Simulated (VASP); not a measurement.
Write the native input for VASP 6.6.1 that does the following.

```
Task                   : single point
Functional             : PBE
Potentials or basis    : VASP PAW PBE potentials, release 64 (V_sv)
Cutoff                 : 520 eV
k mesh                 : 15 × 15 × 15
Occupations            : fermi-dirac, width 0.08 eV
Spin                   : collinear spin, ferromagnetic start
Starting moments       : [1.5] μB
Dipole correction      : no
Further INCAR settings : ALGO = Normal; EDIFF = 1e-06; NBANDS = 16
```

The structure of V lies in POSCAR:

```
V
1.0
    0.0000000000      1.9340762762      1.8192000000
    1.9340762762      0.0000000000      1.8192000000
    1.9340762762      1.9340762762      0.0000000000
V
1
Direct
    0.0000000000      0.0000000000      0.0000000000
```

This cell differs from its parent crystal: z stretched by -4 % at fixed volume.

These files were run (other wordings do the same):

INCAR

```
ALGO = Normal ; EDIFF = 1E-6
ENCUT = 520 ; GGA = PE
ISIF = 2 ; ISMEAR = -1
ISPIN = 2 ; LASPH = T
LCHARG = F ; LMAXMIX = 4
LORBIT = 11 ; LREAL = F
LWAVE = F ; MAGMOM = 1.5
NBANDS = 16 ; NELM = 150
PREC = Accurate ; SIGMA = 0.08
```

KPOINTS

```
k-points
0
Gamma
  15 15 15
```

Potentials or basis: VASP PAW PBE potentials, release 64 (V_sv).

Command:

```bash
$ cat potpaw_PBE.64/V_sv/POTCAR > POTCAR
$ mpirun -np 1 vasp_std > vasp.out
```

Results of the run:

The pressure is 3.5 GPa, the net moment is 0.00 μB per cell and the valence electrons inside the program's atomic spheres are V 11.63.

Caveat: the cell stands under pressure.

Run time: 62 s on 1 thread of AMD EPYC 9R45 96-Core Processor (Zen 5), on a shared host, peak memory 0.17 GiB.
